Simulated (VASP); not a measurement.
A run of VASP 6.6.1 is set up as follows.

File INCAR:

```
ALGO = Normal
EDIFF = 1E-6
ENCUT = 520
GGA = PS
ISIF = 2
ISMEAR = -1
LASPH = T
LCHARG = T
LELF = T
LREAL = F
LVHAR = T
LWAVE = F
NBANDS = 21
NELM = 100
PREC = Accurate
SIGMA = 0.05
```

Contents of KPOINTS:

```
k-points
0
Gamma
  11 11 6
```

The input POSCAR:

```
Ru
1.0
    2.6761473325      0.0000000000      0.0000000000
   -1.3380736663      2.3176115743      0.0000000000
    0.0000000000      0.0000000000      4.2363706903
Ru
2
Direct
    0.6666666667      0.3333333333      0.7500000000
    0.3333333333      0.6666666667      0.2500000000
```

Potentials or basis: VASP PAW PBE potentials, release 64 (Ru_pv).

Launch:

```sh
$ cat potpaw_PBE.64/Ru_pv/POTCAR > POTCAR
$ mpirun -np 1 vasp_std > vasp.out
```

Q: Predict the band gap on the k mesh.

A: Zero (band 14 reaches 14.89 eV, above the bottom of band 15 at 11.66 eV).

Q: What does it give for the pressure?

A: 5.0 GPa.

Caveat: the PAW data sets were made with another functional, which shifts forces and pressure a little.
